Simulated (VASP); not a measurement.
Runs of VASP 6.6.1 on NaF. The structure is that of space group Imm2 (No. 44), or close to it. The cells are those of the table. 

```csv
level,potentials or basis,cell,gap on the mesh (eV),pressure (GPa),largest force (eV/Å)
PBE,"VASP PAW PBE potentials, release 64 (Na_pv, F)","a = 5.988, b = 5.988, c = 3.110 Å, angles 105.0, 105.0, 114.1°, 6 atoms",(b),-2.1,0.01
LDA,"VASP PAW LDA potentials, release 64 (Na_pv, F)","a = 5.863, b = 5.863, c = 3.053 Å, angles 105.0, 105.0, 113.9°, 6 atoms",5.10,-5.2,0.06
PBE,"VASP PAW PBE potentials, release 64 (Na_pv, F)","a = 5.863, b = 5.863, c = 3.053 Å, angles 105.0, 105.0, 113.9°, 6 atoms",(a),-0.1,0.01
PBE,"VASP PAW PBE potentials, release 64 (Na_pv, F)","a = 5.926, b = 5.926, c = 3.081 Å, angles 105.0, 105.0, 114.0°, 6 atoms",5.30,(c),0.01
```

Alike in all rows: task single point; no spin polarisation; k mesh 6 × 6 × 8; cutoff (eV) 520; smearing gaussian 0.02 eV.

Estimate the missing entries.

(a) 5.42; (b) 5.20; (c) -1.2.

Caveats: the cell stands under tension (at least some runs).

A k mesh can miss the band edges.
